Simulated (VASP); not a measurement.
A run of VASP 6.6.1 is set up as follows.

File INCAR:

```
PREC = Accurate
ENCUT = 520
EDIFF = 1E-7
ISMEAR = -1
SIGMA = 0.01
LREAL = Auto
LASPH = True
NELM = 60
ALGO = Normal
ISIF = 2
LWAVE = False
LCHARG = False
GGA = PE
NELECT = 288.0
NBANDS = 166
```

KPOINTS

```
Automatic mesh
0
Gamma
  3 3 2
```

The input POSCAR:

```
Zn16PS15
1.0
    7.6220000000      0.0000000000      0.0000000000
   -3.8110000000      6.6008456276      0.0000000000
    0.0000000000      0.0000000000     12.4680000000
Zn P S
16 1 15
Direct
    0.1666666667      0.3333333333      0.0087155897
    0.1666666667      0.3333333333      0.5000500090
    0.1696043879      0.8348021939      0.0048841158
    0.1662913963      0.8331456982      0.5018066521
    0.6651978061      0.3303956121      0.0048841158
    0.6668543018      0.3337086037      0.5018066521
    0.6651978061      0.8348021939      0.0048841158
    0.6668543018      0.8331456982      0.5018066521
    0.3281026807      0.1718973193      0.2502406516
    0.3335867911      0.1664132089      0.7524578984
    0.3281026807      0.6562053614      0.2502406516
    0.3335867911      0.6671735821      0.7524578984
    0.8437946386      0.1718973193      0.2502406516
    0.8328264179      0.1664132089      0.7524578984
    0.8333333333      0.6666666667      0.2478165938
    0.8333333333      0.6666666667      0.7555033694
    0.1666666667      0.3333333333      0.1904910887
    0.1666666667      0.3333333333      0.6890081947
    0.1695553566      0.8347776783      0.1911299122
    0.1649934314      0.8324967157      0.6897258348
    0.6652223217      0.3304446434      0.1911299122
    0.6675032843      0.3350065686      0.6897258348
    0.6652223217      0.8347776783      0.1911299122
    0.6675032843      0.8324967157      0.6897258348
    0.3342598961      0.1657401039      0.4412852579
    0.3335892849      0.1664107151      0.9379043254
    0.3342598961      0.6685197922      0.4412852579
    0.3335892849      0.6671785699      0.9379043254
    0.8314802078      0.1657401039      0.4412852579
    0.8328214301      0.1664107151      0.9379043254
    0.8333333333      0.6666666667      0.4381320707
    0.8333333333      0.6666666667      0.9419791395
```

Potentials or basis: VASP PAW PBE potentials, release 64 (Zn, P, S).

Command:

```bash
$ cat potpaw_PBE.64/Zn/POTCAR potpaw_PBE.64/P/POTCAR potpaw_PBE.64/S/POTCAR > POTCAR
$ mpirun -np 1 vasp_std > vasp.out
```

Problem. Estimate the largest force.

Solution. 0.012 eV/Å.

Forces in eV/Å, atoms in the order of the input:
```
Zn   0.000  0.000  0.008
Zn   0.000  0.000 -0.001
Zn   0.003  0.002 -0.005
Zn   0.000  0.000  0.002
Zn   0.000 -0.003 -0.005
Zn   0.000  0.000  0.002
Zn  -0.003  0.002 -0.005
Zn   0.000  0.000  0.002
Zn  -0.009  0.005 -0.005
Zn   0.000  0.000  0.001
Zn   0.000 -0.011 -0.005
Zn   0.000  0.000  0.001
Zn   0.009  0.005 -0.005
Zn   0.000  0.000  0.001
Zn   0.000  0.000 -0.004
Zn   0.000  0.000  0.001
P    0.000  0.000  0.001
S    0.000  0.000  0.001
S    0.000  0.000  0.006
S    0.002  0.001  0.000
S    0.000  0.000  0.006
S    0.000 -0.002  0.000
S    0.000  0.000  0.006
S   -0.002  0.001  0.000
S    0.002 -0.001  0.005
S    0.000  0.000 -0.007
S    0.000  0.003  0.005
S    0.000  0.000 -0.007
S   -0.002 -0.001  0.005
S    0.000  0.000 -0.007
S    0.000  0.000  0.005
S    0.000  0.000 -0.004
```

Caveat: the cell carries a net charge on a neutralising background, which shifts energy and pressure.
